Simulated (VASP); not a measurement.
Here is a VASP 6.6.1 calculation.

The input INCAR:

```
PREC     = Accurate       # precision mode
ENCUT    = 520            # plane-wave cutoff, eV
EDIFF    = 1E-6           # SCF threshold, eV
ISMEAR   = 0              # smearing method
SIGMA    = 0.01           # smearing width, eV
LREAL    = F              # projectors in reciprocal space
LASPH    = T              # aspherical terms in the spheres
NELM     = 100            # most SCF steps
ALGO     = Normal         # electronic algorithm
ISIF     = 2              # what is computed and relaxed
LWAVE    = F              # write WAVECAR
LCHARG   = F              # write CHGCAR
GGA      = CA             # functional
NBANDS   = 11             # bands
```

KPOINTS

```
Automatic mesh
0
Gamma
  10 10 10
```

The input POSCAR:

```
AlN
1.0
    0.0000000000      2.1485821570      2.1485821570
    2.1485821570      0.0000000000      2.1485821570
    2.1485821570      2.1485821570      0.0000000000
Al N
1 1
Direct
    0.0000000000      0.0000000000      0.0000000000
    0.2500000000      0.2500000000      0.2500000000
```

Potentials or basis: VASP PAW LDA potentials, release 64 (Al, N).

Launch:

```bash
$ cat potpaw_LDA.64/Al/POTCAR potpaw_LDA.64/N/POTCAR > POTCAR
$ mpirun -np 1 vasp_std > vasp.out
```

Q: Estimate the band gap on the k mesh.

A: 3.24 eV, indirect (least direct gap 4.68 eV).

Q: What does it give for the pressure?

A: 7.8 GPa.

A k mesh can miss the band edges.
